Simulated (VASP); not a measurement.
Here is a VASP 6.6.1 calculation.

INCAR

```
SYSTEM = BN
PREC     = Accurate       ! precision mode
ENCUT    = 520            ! plane-wave cutoff, eV
EDIFF    = 1E-6           ! SCF threshold, eV
ISMEAR   = 0              ! smearing method
SIGMA    = 0.02           ! smearing width, eV
LREAL    = .FALSE.        ! projectors in reciprocal space
LASPH    = .TRUE.         ! aspherical terms in the spheres
NELM     = 80             ! most SCF steps
ALGO     = Normal         ! electronic algorithm
ISIF     = 2              ! what is computed and relaxed
LWAVE    = .FALSE.        ! write WAVECAR
LCHARG   = .TRUE.         ! write CHGCAR
GGA      = PE             ! functional
LELF     = .TRUE.         ! ELF
LVHAR    = .TRUE.       
NBANDS   = 11             ! bands
```

KPOINTS

```
regular mesh
0
G
  12 12 12
  0 0 0
```

POSCAR

```
BN
1.0
    1.2490543700      0.6858797460      3.3494345159
   -1.2264151902      0.6915348165      3.3398259006
    0.0162170246     -1.4786025947      3.3663002732
B N
1 1
Direct
    0.9821343329      0.9678991080      1.0391282034
    0.3502986671      0.3645338920      0.2933047966
```

Potentials or basis: VASP PAW PBE potentials, release 64 (B, N).

Run with:

```sh
$ cat potpaw_PBE.64/B/POTCAR potpaw_PBE.64/N/POTCAR > POTCAR
$ mpirun -np 1 vasp_std > vasp.out
```

Q: What does it give for the band gap on the k mesh?

A: 2.67 eV (least direct gap 4.23 eV).

Q: Predict the largest force.

A: 6.299 eV/Å.

Forces in eV/Å, atoms in the order of the input:
```
B   -2.364  5.811  0.572
N    2.364 -5.811 -0.572
```

Caveat: the cell differs from its parent crystal (atoms moved at random and the cell strained at random); forces of over 1 eV/Å act on the atoms, so gaps and moduli don't describe the material at rest. A k mesh can miss the band edges.
